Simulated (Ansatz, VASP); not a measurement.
**Hg3Te in VASP and in Ansatz**

```
CELL_PARAMETERS angstrom
-2.29898 2.29898 5.13538
2.29898 -2.29898 5.13538
2.29898 2.29898 -5.13538
ATOMIC_POSITIONS crystal
Hg 0.50000 0.50000 0.00000
Hg 0.25000 0.75000 0.50000
Hg 0.75000 0.25000 0.50000
Te 0.00000 0.00000 0.00000
```

Alike in both runs: task single point; functional PBE; k mesh 6 × 6 × 6; occupations gaussian, width 0.1 eV; no spin polarisation.

|  | VASP | Ansatz |
| --- | --- | --- |
| version | VASP 6.6.1 | Ansatz 0.2.0 |
| potentials or method | VASP PAW PBE potentials, release 64 (Hg, Te), cutoff 520 eV | scalar-relativistic, plane waves, PAW |
| valence electrons in the cell | 42 | 76 |

Ansatz gave:

| Quantity | Value |
| --- | --- |
| gap on the k mesh at the Fermi level (eV) | none |
| pressure (GPa) | 0.2 |
| traceless stress, the component that is largest in VASP (GPa) | 2.17 |

Problem. What did VASP give for the same quantities?

Solution. gap on the k mesh at the Fermi level (eV): none; pressure (GPa): 0.3; traceless stress, the component that is largest in VASP (GPa): 2.15.

A gap of «none» marks a metal or a gap that the smearing closes. VASP's potentials hold 42 valence electrons a cell and Ansatz's 76, so a difference there can come from the potentials and not from the codes.

Neither program's run includes spin-orbit coupling.
